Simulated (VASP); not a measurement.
# WS2 in VASP: further runs, part 2 of 2

VASP 6.6.1. The steps go on from the part before.

**4. Single point, PBEsol**

This run uses another cell than the first one, of 47.63 Å³/atom, 0.906 times its volume.

The input, INCAR:

```
PREC = Accurate
ENCUT = 520
EDIFF = 1E-7
ISMEAR = -1
SIGMA = 0.05
LREAL = False
LASPH = True
NELM = 100
ALGO = Normal
ISIF = 2
LWAVE = False
LCHARG = False
GGA = PS
NBANDS = 20
```

The input, KPOINTS:

```
regular mesh
0
Gamma
  10 10 2
```

The input, POSCAR:

```
WS2
1.0
    3.1198460281      0.0000000000      0.0000000000
   -1.5599230140      2.7018659162      0.0000000000
    0.0000000000      0.0000000000     16.9505778900
W S
1 2
Direct
    0.0000000000      0.0000000000      0.0000000000
    0.3333333333      0.6666666667      0.0920005100
    0.3333333333      0.6666666667      0.9079994900
```

Potentials or basis: VASP PAW PBE potentials, release 64 (W_sv, S).

Launch:

```sh
$ cat potpaw_PBE.64/W_sv/POTCAR potpaw_PBE.64/S/POTCAR > POTCAR
$ mpirun -np 1 vasp_std > vasp.out
```

OUTCAR:

```text
PREC = Accurate
   ENCUT = 520
   EDIFF = 1E-7
   ISMEAR = -1
   LREAL = False
   LASPH = True
   NELM = 100
   ISIF = 2
   GGA = PS

 ion  position               nearest neighbor table
   1  0.000  0.000  0.000-   2 2.38   3 2.38   2 2.38   3 2.38   2 2.38   3 2.38
   2  0.333  0.667  0.092-   1 2.38   1 2.38   1 2.38
   3  0.333  0.667  0.908-   1 2.38   1 2.38   1 2.38

  LATTYP: Found a hexagonal cell.
 ALAT       =     3.1198460281
 C/A-ratio  =     5.4331456544

  Lattice vectors:

 A1 = (   3.1198460281,   0.0000000000,   0.0000000000)
 A2 = (  -1.5599230140,   2.7018659162,   0.0000000000)
 A3 = (   0.0000000000,   0.0000000000,  16.9505778900)

Analysis of symmetry for initial positions (statically):
=====================================================================
 Subroutine PRICEL returns:
 Original cell was already a primitive cell.

 Routine SETGRP: Setting up the symmetry group for a
 hexagonal supercell.

 Subroutine GETGRP returns: Found 12 space group operations
[... 157 lines left out ...]
 number of electron      25.9999997 magnetization

 Free energy of the ion-electron system (eV)
  ---------------------------------------------------
  ext. energy  EPLUGINS =         0.00000000
  ---------------------------------------------------
  free energy    TOTEN  =       -25.23488051 eV

  energy without entropy =      -25.23488051  energy(sigma->0) =      -25.23488051

 E-fermi :  -0.0442     XC(G=0):  -4.6272

 val. band max:       -1.2321163934   @ k =   0.3000   0.3000   0.5000
 cond. band min:       1.0696951804   @ k =   0.2000   0.1000   0.0000
 fundamental gap:      2.3018115737
 Fermi energy:        -0.0442366971

 k-point     1 :       0.0000    0.0000    0.0000
  band No.  band energies     occupation
      1     -74.9177      2.00000
      2     -39.2267      2.00000
      3     -39.0036      2.00000
      4     -39.0036      2.00000
      5     -16.1005      2.00000
      6     -14.3480      2.00000
[... 541 lines left out ...]
     19       7.2213      0.00000
     20       7.2276      0.00000

 [... further k-points ...]
[... 5 lines left out ...]
  --------------------------------------------------------------------------------------
  -------------------------------------------------------------------------------------
  Total        1.2928638      1.2928638      1.1530369      0.0000000      0.0000000      0.0000000
  in kB       14.4971249     14.4971249     12.9292204      0.0000000      0.0000000      0.0000000
  external PRESSURE =      13.9744901 kB  Pullay stress =       0.0000000 kB

 VOLUME and BASIS-vectors are now :
 -----------------------------------------------------------------------------
  energy-cutoff  :      520.00
  volume of cell :      142.88
      direct lattice vectors                 reciprocal lattice vectors
     3.119846028  0.000000000  0.000000000     0.320528639  0.185057296  0.000000000
    -1.559923014  2.701865916  0.000000000     0.000000000  0.370114592  0.000000000
     0.000000000  0.000000000 16.950577890     0.000000000  0.000000000  0.058995039

 POSITION                                       TOTAL-FORCE (eV/Angst)
 -----------------------------------------------------------------------------------
      0.00000      0.00000      0.00000        -0.000000      0.000000      0.000000
     -0.00000      1.80124      1.55946         0.000000     -0.000000      0.378801
     -0.00000      1.80124     15.39112        -0.000000     -0.000000     -0.378801
 -----------------------------------------------------------------------------------
    total drift:                                0.000000     -0.000000     -0.000000

  FREE ENERGIE OF THE ION-ELECTRON SYSTEM (eV)
  ---------------------------------------------------
  free  energy   TOTEN  =       -25.2348805102 eV

  energy  without entropy=      -25.2348805101  energy(sigma->0) =      -25.23488051
```

OSZICAR:

```text
N       E                     dE             d eps       ncg     rms          rms(c)
DAV:   1     0.175200403890E+03    0.17520E+03   -0.12294E+04  1312   0.111E+03
DAV:   2    -0.134359879125E+02   -0.18864E+03   -0.18276E+03  1476   0.270E+02
DAV:   3    -0.262616878057E+02   -0.12826E+02   -0.12746E+02  1532   0.662E+01
[... 15 lines left out ...]
DAV:  19    -0.252348762698E+02   -0.85745E-05   -0.50302E-07  1324   0.255E-03    0.287E-03
DAV:  20    -0.252348791678E+02   -0.28980E-05   -0.12874E-07  1172   0.115E-03    0.511E-04
DAV:  21    -0.252348803237E+02   -0.11559E-05   -0.53171E-08  1084   0.698E-04    0.513E-04
DAV:  22    -0.252348804816E+02   -0.15789E-06   -0.44975E-09   984   0.318E-04    0.198E-04
DAV:  23    -0.252348805102E+02   -0.28563E-07   -0.62081E-10   812   0.120E-04
   1 F= -.25234881E+02 E0= -.25234881E+02  d E =-.957241E-10
```

It took 2.4 min on 1 thread of Intel Xeon Platinum 8488C (Sapphire Rapids), shared host; peak memory 0.27 GiB.

Results:

- Free energy: -25.2349 eV
- Largest force: 0.379 eV/Å
- Band gap on the k mesh: 2.30 eV, indirect (least direct gap 2.38 eV)

Forces on the atoms (eV/Å):
```
W    0.000  0.000  0.000
S    0.000  0.000  0.379
S    0.000  0.000 -0.379
```

Caveat: the PAW data sets were made with another functional, which shifts forces and pressure a little; spin-orbit coupling is left out, which moves the levels of the heavy elements.

**5. Summary**

```tsv
level	potentials or basis	cell	gap on the mesh (eV)	largest force (eV/Å)
LDA	VASP PAW LDA potentials, release 64 (W_sv, S)	a = 3.246, b = 3.246, c = 17.283 Å, angles 90.0, 90.0, 120.0°, 3 atoms	1.82	1.29
PBEsol	VASP PAW PBE potentials, release 64 (W_sv, S)	a = 3.056, b = 3.056, c = 16.951 Å, angles 90.0, 90.0, 120.0°, 3 atoms	2.29	0.93
PBEsol	VASP PAW PBE potentials, release 64 (W_sv, S)	a = 3.120, b = 3.120, c = 16.951 Å, angles 90.0, 90.0, 120.0°, 3 atoms	2.30	0.38
```

Alike in all rows: task single point; no spin polarisation; k mesh 10 × 10 × 2; cutoff (eV) 520; smearing fermi-dirac 0.05 eV.

Caveats: spin-orbit coupling is left out, which moves the levels of the heavy elements; the PAW data sets were made with another functional, which shifts forces and pressure a little (some runs).

Absolute energies hang on the potentials; compare differences alone.
